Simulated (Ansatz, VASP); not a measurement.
## One calculation of MoS2, two programs

```
S Mo
1.0
     3.17100    0.00000    0.00000
    -1.58550    2.74617    0.00000
     0.00000    0.00000   27.17250
S Mo
4 2
Direct
  0.00000 0.00000 0.33173
  0.33333 0.66667 0.44858
  0.66667 0.33333 0.55142
  0.00000 0.00000 0.66827
  0.66667 0.33333 0.39017
  0.33333 0.66667 0.60983
```

Alike in both runs: functional PBE; dispersion D3(BJ); k mesh 9 × 9 × 1; occupations gaussian, width 0.05 eV; collinear spin.

Ansatz relaxed the structure, and its values are those at the end. VASP's run is a single point on that final structure, the one shown.

```csv
,VASP,Ansatz
version,VASP 6.6.1,Ansatz 0.2.0
potentials or method,"VASP PAW PBE potentials, release 64 (S, Mo_sv), cutoff 520 eV","scalar-relativistic, plane waves, PAW"
valence electrons in the cell,52,52
```

```tsv
	VASP	Ansatz	Ansatz less VASP
gap on the k mesh at the Fermi level (eV)	none	none	-
rms of the force components (eV/Å)	0.014	0.009	-0.0044
net moment per atom (μB)	0.00	0.00	0.000
```

A gap of «none» marks a metal or a gap that the smearing closes. Ansatz's warnings: filled band counts differ across k points, seeded moment not kept.
